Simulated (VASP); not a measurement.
A run of VASP 6.6.1 is set up as follows.

INCAR

```
PREC = Accurate
ENCUT = 520
EDIFF = 1E-6
ISMEAR = 0
SIGMA = 0.1
LREAL = False
LASPH = True
NELM = 150
ALGO = Normal
ISIF = 2
LWAVE = False
LCHARG = True
ISPIN = 2
MAGMOM = -0.5
LORBIT = 11
GGA = PE
IVDW = 12
LELF = True
LVHAR = True
NBANDS = 17
```

File KPOINTS:

```
Automatic mesh
0
Gamma
  11 11 11
```

File POSCAR:

```
Sn
1.0
   -1.7265390000      1.7755470000      2.3383420000
    1.7265390000     -1.7755470000      2.3383420000
    1.7265390000      1.7755470000     -2.3383420000
Sn
1
Direct
    0.0000000000      0.0000000000      0.0000000000
```

Potentials or basis: VASP PAW PBE potentials, release 64 (Sn_d).

Run with:

```bash
$ cat potpaw_PBE.64/Sn_d/POTCAR > POTCAR
$ mpirun -np 1 vasp_std > vasp.out
```

Task: Estimate the net moment.

Result: 0.00 μB per cell.

Task: What does it give for the band gap on the k mesh?

Result: Zero (filled and empty bands overlap).

Stress tensor (GPa, compression positive):
```
-2.45  0.00  0.00
 0.00 -4.19  0.00
 0.00  0.00 -2.75
```

Caveat: three body term missing; the cell stands under tension; spin-orbit coupling is left out, which moves the levels of the heavy elements.
